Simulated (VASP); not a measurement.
# Se (P3_121) in VASP: notebook

Runs on Se. Level: LDA. Tasks: single point.

Program: VASP 6.6.1. These are calculated values, not measurements. Logs are shortened: lines on timing, memory, paths and dates and some standing lists are left out, and cuts for length are marked.

## (1) The cell of the first run

Symmetry: P3_121, No. 152, trigonal system. The conventional cell has a = 3.953 Å, b = 3.953 Å, c = 5.121 Å, α = 90.00°, β = 90.00°, γ = 120.00°. Se (site symmetry 2) has 6 Se at 2.44 to 3.11 Å within 3.2 Å.

## (2) Single point, LDA

The input, INCAR:

```
SYSTEM = Se
ALGO     = Normal         ! electronic algorithm
EDIFF    = 1E-6           ! SCF threshold, eV
ENCUT    = 520            ! plane-wave cutoff, eV
ISIF     = 2              ! what is computed and relaxed
ISMEAR   = -1             ! smearing method
LASPH    = .TRUE.         ! aspherical terms in the spheres
LCHARG   = .FALSE.        ! write CHGCAR
LREAL    = .FALSE.        ! projectors in reciprocal space
LWAVE    = .FALSE.        ! write WAVECAR
NBANDS   = 16             ! bands
NELM     = 80             ! most SCF steps
PREC     = Accurate       ! precision mode
SIGMA    = 0.03           ! smearing width, eV
```

The input, KPOINTS:

```
k-points
0
G
  9 9 6
  0 0 0
```

The input, POSCAR:

```
Se
1.0
    3.9534579885      0.0000000000      0.0000000000
   -1.9767289943      3.4237950508      0.0000000000
    0.0000000000      0.0000000000      5.1205317866
Se
3
Direct
    0.2543546533      1.0000000000      0.3333333333
    1.0000000000      0.2543546533      0.6666666667
    0.7456453467      0.7456453467      1.0000000000
```

Potentials or basis: VASP PAW LDA potentials, release 64 (Se).

Run with:

```
$ cat potpaw_LDA.64/Se/POTCAR > POTCAR
$ mpirun -np 1 vasp_std > vasp.out
```

OUTCAR:

```text
SYSTEM = Se
   EDIFF = 1E-6
   ENCUT = 520
   ISIF = 2
   ISMEAR = -1
   LASPH = .TRUE.
   LREAL = .FALSE.
   NELM = 80
   PREC = Accurate

 ion  position               nearest neighbor table
   1  0.254  0.000  0.333-   3 2.44   2 2.44
   2  0.000  0.254  0.667-   3 2.44   1 2.44
   3  0.746  0.746  0.000-   2 2.44   1 2.44

  LATTYP: Found a hexagonal cell.
 ALAT       =     3.9534579885
 C/A-ratio  =     1.2952032882

  Lattice vectors:

 A1 = (   3.9534579885,   0.0000000000,   0.0000000000)
 A2 = (  -1.9767289943,   3.4237950508,   0.0000000000)
 A3 = (   0.0000000000,   0.0000000000,   5.1205317866)

Analysis of symmetry for initial positions (statically):
=====================================================================
 Subroutine PRICEL returns:
 Original cell was already a primitive cell.

 Routine SETGRP: Setting up the symmetry group for a
 hexagonal supercell.

 Subroutine GETGRP returns: Found  6 space group operations
 (whereof  2 operations were pure point group operations)
 out of a pool of 24 trial point group operations.

The static configuration has the point symmetry C_2 .
 The point group associated with its full space group is D_3 .

Analysis of symmetry for dynamics (positions and initial velocities):
=====================================================================
 Subroutine PRICEL returns:
 Original cell was already a primitive cell.

 Routine SETGRP: Setting up the symmetry group for a
 hexagonal supercell.

 Subroutine GETGRP returns: Found  6 space group operations
 (whereof  2 operations were pure point group operations)
 out of a pool of 24 trial point group operations.

The dynamic configuration has the point symmetry C_2 .
 The point group associated with its full space group is D_3 .

 Subroutine INISYM returns: Found  6 space group operations
 (whereof  2 operations are pure point group operations),
 and found     1 'primitive' translations

----------------------------------------------------------------------------------------

                                     Primitive cell

  volume of cell :      69.3106

  direct lattice vectors                    reciprocal lattice vectors
     3.953457988  0.000000000  0.000000000     0.252943120  0.146036779  0.000000000
    -1.976728994  3.423795051  0.000000000     0.000000000  0.292073557  0.000000000
     0.000000000  0.000000000  5.120531787     0.000000000  0.000000000  0.195292216

  length of vectors
     3.953457988  3.953457988  5.120531787     0.292073557  0.292073557  0.195292216

  position of ions in fractional coordinates (direct lattice)
[... 79 lines left out ...]
   ENCUT  =  520.0 eV  38.22 Ry    6.18 a.u.   7.35  7.35  9.52*2*pi/ulx,y,z
   NELM   =     80;   NELMIN=  2; NELMDL= -5     # of ELM steps
   EDIFF  = 0.1E-05   stopping-criterion for ELM
   LREAL  =      F    real-space projection
   EDIFFG = 0.1E-04   stopping-criterion for IOM
   NSW    =      0    number of steps for IOM
   IBRION =     -1    ionic relax: 0-MD 1-quasi-New 2-CG
   NFREE  =      0    steps in history (QN), initial steepest desc. (CG)
   ISIF   =      2    stress and relaxation
   ISYM   =      2    0-nonsym 1-usesym 2-fastsym
   POTIM  = 0.5000    time-step for ionic-motion
   TEBEG  =    0.0;   TEEND  =   0.0 temperature during run
   PSTRESS=    0.0 pullay stress
   NELECT =      18.0000    total number of electrons
   NUPDOWN=      -1.0000    fix difference up-down
   EMIN   =  10.00;   EMAX   =-10.00  energy-range for DOS
   EFERMI =   0.00;   METHOD = LEGACY
   ISMEAR =    -1;   SIGMA  =   0.03  broadening in eV -4-tet -1-fermi 0-gaus
   EFERMI_NEDOS =   21; number of points for ismear=-14 and -15
   IALGO  =     38    algorithm
   IMIX   =      4    mixing-type and parameters
     AMIX     =   0.40;   BMIX     =  1.00
     AMIX_MAG =   1.60;   BMIX_MAG =  1.00
  volume/ion in A,a.u.               =      23.10       155.91
  Fermi-wavevector in a.u.,A,eV,Ry     =   1.044477  1.973776 14.843043  1.090933
  Thomas-Fermi vector in A             =   2.179232
   LORBIT       =      0    0 simple, 1 ext, 2 COOP (PROOUT), +10 PAW based schemes
   GGA     = CA    functional components
   LHFCALC =     F    Hartree Fock is set to
   AEXX    =    0.0000 exact exchange contribution
   IVDW    =     0    specifies the selected vdW correction
   LEPSILON=     F    determine dielectric tensor
   LRPA    =     F    only Hartree local field effects (RPA)
 non-spin polarized calculation
  energy-cutoff  :      520.00
  volume of cell :       69.31
 maximum number of plane-waves:      1904
 NGX is ok and might be reduce to    30
   NGX = 15   NGY = 15   NGZ = 19

 number of electron      18.0000001 magnetization

 Free energy of the ion-electron system (eV)
  ---------------------------------------------------
  ext. energy  EPLUGINS =         0.00000000
  ---------------------------------------------------
  free energy    TOTEN  =       -12.47714896 eV

  energy without entropy =      -12.47711272  energy(sigma->0) =      -12.47713084

 E-fermi :   4.5632     XC(G=0):  -9.9940

 val. band max:        4.4106964361   @ k =   0.3333   0.3333   0.5000
 cond. band min:       4.6938983244   @ k =   0.3333   0.3333   0.5000
 fundamental gap:      0.2832018883
 Fermi energy:         4.5632234860

 k-point     1 :       0.0000    0.0000    0.0000
  band No.  band energies     occupation
      1     -11.9495      2.00000
      2      -7.7486      2.00000
      3      -7.7486      2.00000
      4       0.6396      2.00000
      5       0.9649      2.00000
      6       0.9649      2.00000
[... 433 lines left out ...]
      3      -6.9699      2.00000
      4      -1.3154      2.00000
      5      -0.7021      2.00000
      6       0.5367      2.00000
[... 8 lines left out ...]
     15      13.2267      0.00000
     16      13.9527      0.00000

 [... further k-points ...]
[... 5 lines left out ...]
  --------------------------------------------------------------------------------------
  -------------------------------------------------------------------------------------
  Total        0.0623246      0.0623246      0.1195882     -0.0000000      0.0000000      0.0000000
  in kB        1.4406895      1.4406895      2.7643885     -0.0000000      0.0000000      0.0000000
  external PRESSURE =       1.8819225 kB  Pullay stress =       0.0000000 kB

 VOLUME and BASIS-vectors are now :
 -----------------------------------------------------------------------------
  energy-cutoff  :      520.00
  volume of cell :       69.31
      direct lattice vectors                 reciprocal lattice vectors
     3.953457988  0.000000000  0.000000000     0.252943120  0.146036779  0.000000000
    -1.976728994  3.423795051  0.000000000     0.000000000  0.292073557  0.000000000
     0.000000000  0.000000000  5.120531787     0.000000000  0.000000000  0.195292216

 POSITION                                       TOTAL-FORCE (eV/Angst)
 -----------------------------------------------------------------------------------
      1.00558      0.00000      1.70684         0.052159     -0.000000     -0.000000
     -0.50279      0.87086      3.41369        -0.026079      0.045171      0.000000
      1.47394      2.55294      0.00000        -0.026079     -0.045171      0.000000
 -----------------------------------------------------------------------------------
    total drift:                               -0.000000     -0.000001      0.000000

  FREE ENERGIE OF THE ION-ELECTRON SYSTEM (eV)
  ---------------------------------------------------
  free  energy   TOTEN  =       -12.4771489615 eV

  energy  without entropy=      -12.4771127223  energy(sigma->0) =      -12.47713084
```

stdout:

```text
POSCAR found type information on POSCAR Se
 POSCAR found :  1 types and       3 ions
 scaLAPACK will be used
 LDA part: xc-table for (Slater(with rela. corr.)+CA(PZ))
 , standard interpolation
 POSCAR, INCAR and KPOINTS ok, starting setup
 FFT: planning ... GRIDC
 FFT: planning ... GRID_SOFT
 FFT: planning ... GRID
 WAVECAR not read
 entering main loop
```

It took 19 s on 1 thread of Intel Xeon 6975P-C (Granite Rapids), shared host; peak memory 0.18 GiB.

Results:

| Item | Value |
| --- | --- |
| Free energy | -12.4771 eV |
| Pressure | 0.2 GPa |
| Largest force | 0.052 eV/Å |
| Band gap on the k mesh | 0.28 eV, direct |

Forces on the atoms (eV/Å):
```
Se   0.052  0.000  0.000
Se  -0.026  0.045  0.000
Se  -0.026 -0.045  0.000
```

Stress tensor (GPa, compression positive):
```
0.14 0.00 0.00
0.00 0.14 0.00
0.00 0.00 0.28
```

## (3) Single point, LDA

The input, INCAR:

```
SYSTEM = Se
  PREC = Accurate
  ENCUT = 520
  EDIFF = 1E-6
  ISMEAR = -1
  SIGMA = 0.1
  LREAL = .False.
  LASPH = .True.
  NELM = 100
  ALGO = Normal
  ISIF = 2
  LWAVE = .False.
  LCHARG = .False.
  GGA = CA
  NBANDS = 16
```

The input, KPOINTS:

```
regular mesh
0
Gamma
  9 9 6
  0 0 0
```

POSCAR is that of step 2.

Potentials or basis: VASP PAW LDA potentials, release 64 (Se).

Run with:

```
$ cat potpaw_LDA.64/Se/POTCAR > POTCAR
$ mpirun -np 1 vasp_std > vasp.out
```

OUTCAR:

```text
SYSTEM = Se
   PREC = Accurate
   ENCUT = 520
   EDIFF = 1E-6
   ISMEAR = -1
   LREAL = .False.
   LASPH = .True.
   NELM = 100
   ISIF = 2
   GGA = CA

 ion  position               nearest neighbor table
   1  0.254  0.000  0.333-   3 2.44   2 2.44
   2  0.000  0.254  0.667-   3 2.44   1 2.44
   3  0.746  0.746  0.000-   2 2.44   1 2.44

  LATTYP: Found a hexagonal cell.
 ALAT       =     3.9534579885
 C/A-ratio  =     1.2952032882

  Lattice vectors:

 A1 = (   3.9534579885,   0.0000000000,   0.0000000000)
 A2 = (  -1.9767289943,   3.4237950508,   0.0000000000)
 A3 = (   0.0000000000,   0.0000000000,   5.1205317866)

Analysis of symmetry for initial positions (statically):
=====================================================================
 Subroutine PRICEL returns:
 Original cell was already a primitive cell.

 Routine SETGRP: Setting up the symmetry group for a
 hexagonal supercell.

 Subroutine GETGRP returns: Found  6 space group operations
 (whereof  2 operations were pure point group operations)
 out of a pool of 24 trial point group operations.

The static configuration has the point symmetry C_2 .
 The point group associated with its full space group is D_3 .

Analysis of symmetry for dynamics (positions and initial velocities):
=====================================================================
 Subroutine PRICEL returns:
 Original cell was already a primitive cell.

 Routine SETGRP: Setting up the symmetry group for a
 hexagonal supercell.

 Subroutine GETGRP returns: Found  6 space group operations
 (whereof  2 operations were pure point group operations)
 out of a pool of 24 trial point group operations.

The dynamic configuration has the point symmetry C_2 .
 The point group associated with its full space group is D_3 .

 Subroutine INISYM returns: Found  6 space group operations
 (whereof  2 operations are pure point group operations),
 and found     1 'primitive' translations
[... 115 lines left out ...]
   IMIX   =      4    mixing-type and parameters
     AMIX     =   0.40;   BMIX     =  1.00
     AMIX_MAG =   1.60;   BMIX_MAG =  1.00
  volume/ion in A,a.u.               =      23.10       155.91
  Fermi-wavevector in a.u.,A,eV,Ry     =   1.044477  1.973776 14.843043  1.090933
  Thomas-Fermi vector in A             =   2.179232
   LORBIT       =      0    0 simple, 1 ext, 2 COOP (PROOUT), +10 PAW based schemes
   GGA     = CA    functional components
   LHFCALC =     F    Hartree Fock is set to
   AEXX    =    0.0000 exact exchange contribution
   IVDW    =     0    specifies the selected vdW correction
   LEPSILON=     F    determine dielectric tensor
   LRPA    =     F    only Hartree local field effects (RPA)
 non-spin polarized calculation
  energy-cutoff  :      520.00
  volume of cell :       69.31
 maximum number of plane-waves:      1904
 NGX is ok and might be reduce to    30
   NGX = 15   NGY = 15   NGZ = 19

 number of electron      18.0000001 magnetization

 Free energy of the ion-electron system (eV)
  ---------------------------------------------------
  ext. energy  EPLUGINS =         0.00000000
  ---------------------------------------------------
  free energy    TOTEN  =       -12.47796717 eV

  energy without entropy =      -12.47525808  energy(sigma->0) =      -12.47661263

 E-fermi :   4.6465     XC(G=0):  -9.9940

 val. band max:        4.4102924476   @ k =   0.3333   0.3333   0.5000
 cond. band min:       4.6947095501   @ k =   0.3333   0.3333   0.5000
 fundamental gap:      0.2844171024
 Fermi energy:         4.6464903046

 k-point     1 :       0.0000    0.0000    0.0000
  band No.  band energies     occupation
      1     -11.9493      2.00000
      2      -7.7486      2.00000
      3      -7.7486      2.00000
      4       0.6399      2.00000
      5       0.9647      2.00000
      6       0.9647      2.00000
[... 433 lines left out ...]
      3      -6.9701      2.00000
      4      -1.3155      2.00000
      5      -0.7021      2.00000
      6       0.5366      2.00000
[... 8 lines left out ...]
     15      13.2269      0.00000
     16      13.9528      0.00000

 [... further k-points ...]

------------------------ aborting loop because EDIFF is reached ----------------------------------------

  FORCE on cell =-STRESS in cart. coord.  units (eV):
  Direction    XX          YY          ZZ          XY          YZ          ZX
  --------------------------------------------------------------------------------------
  -------------------------------------------------------------------------------------
  Total        0.0556644      0.0556644      0.1388934     -0.0000000      0.0000000      0.0000000
  in kB        1.2867330      1.2867330      3.2106437     -0.0000000      0.0000000      0.0000000
  external PRESSURE =       1.9280366 kB  Pullay stress =       0.0000000 kB

 VOLUME and BASIS-vectors are now :
 -----------------------------------------------------------------------------
  energy-cutoff  :      520.00
  volume of cell :       69.31
      direct lattice vectors                 reciprocal lattice vectors
     3.953457988  0.000000000  0.000000000     0.252943120  0.146036779  0.000000000
    -1.976728994  3.423795051  0.000000000     0.000000000  0.292073557  0.000000000
     0.000000000  0.000000000  5.120531787     0.000000000  0.000000000  0.195292216

 POSITION                                       TOTAL-FORCE (eV/Angst)
 -----------------------------------------------------------------------------------
      1.00558      0.00000      1.70684         0.051962     -0.000000     -0.000000
     -0.50279      0.87086      3.41369        -0.025981      0.045001      0.000000
      1.47394      2.55294      0.00000        -0.025981     -0.045001     -0.000000
 -----------------------------------------------------------------------------------
    total drift:                               -0.000000     -0.000001      0.000000

  FREE ENERGIE OF THE ION-ELECTRON SYSTEM (eV)
  ---------------------------------------------------
  free  energy   TOTEN  =       -12.4779671705 eV

  energy  without entropy=      -12.4752580844  energy(sigma->0) =      -12.47661263
```

OSZICAR:

```text
N       E                     dE             d eps       ncg     rms          rms(c)
DAV:   1     0.762214630872E+02    0.76221E+02   -0.74887E+03  1984   0.955E+02
DAV:   2    -0.793483415168E+01   -0.84156E+02   -0.79633E+02  2688   0.157E+02
DAV:   3    -0.125366070579E+02   -0.46018E+01   -0.45837E+01  2376   0.410E+01
DAV:   4    -0.125656040135E+02   -0.28997E-01   -0.28992E-01  2648   0.383E+00
DAV:   5    -0.125657822430E+02   -0.17823E-03   -0.17822E-03  2528   0.290E-01    0.765E+00
DAV:   6    -0.125020084843E+02    0.63774E-01   -0.29389E-02  2472   0.106E+00    0.467E+00
DAV:   7    -0.124788486111E+02    0.23160E-01   -0.57244E-02  2368   0.141E+00    0.187E-01
DAV:   8    -0.124779480292E+02    0.90058E-03   -0.81697E-03  2200   0.550E-01    0.109E-01
DAV:   9    -0.124779729231E+02   -0.24894E-04   -0.23759E-04  2824   0.101E-01    0.302E-02
DAV:  10    -0.124779667365E+02    0.61866E-05   -0.26258E-05  2456   0.326E-02    0.579E-03
DAV:  11    -0.124779671705E+02   -0.43398E-06   -0.48838E-06  2616   0.123E-02
   1 F= -.12477967E+02 E0= -.12476613E+02  d E =-.270909E-02
```

stdout:

```text
POSCAR found type information on POSCAR Se
 POSCAR found :  1 types and       3 ions
 scaLAPACK will be used
 LDA part: xc-table for (Slater(with rela. corr.)+CA(PZ))
 , standard interpolation
 POSCAR, INCAR and KPOINTS ok, starting setup
 FFT: planning ... GRIDC
 FFT: planning ... GRID_SOFT
 FFT: planning ... GRID
 WAVECAR not read
 entering main loop
```

It took 20 s on 1 thread of Intel Xeon 6975P-C (Granite Rapids), shared host; peak memory 0.18 GiB.

Results:

| Item | Value |
| --- | --- |
| Free energy | -12.4780 eV |
| Pressure | 0.2 GPa |
| Largest force | 0.052 eV/Å |
| Band gap on the k mesh | 0.28 eV, direct |

Forces in eV/Å, atoms in the order of the input:
```
Se   0.052  0.000  0.000
Se  -0.026  0.045  0.000
Se  -0.026 -0.045  0.000
```

Stress tensor (GPa, compression positive):
```
0.13 0.00 0.00
0.00 0.13 0.00
0.00 0.00 0.32
```
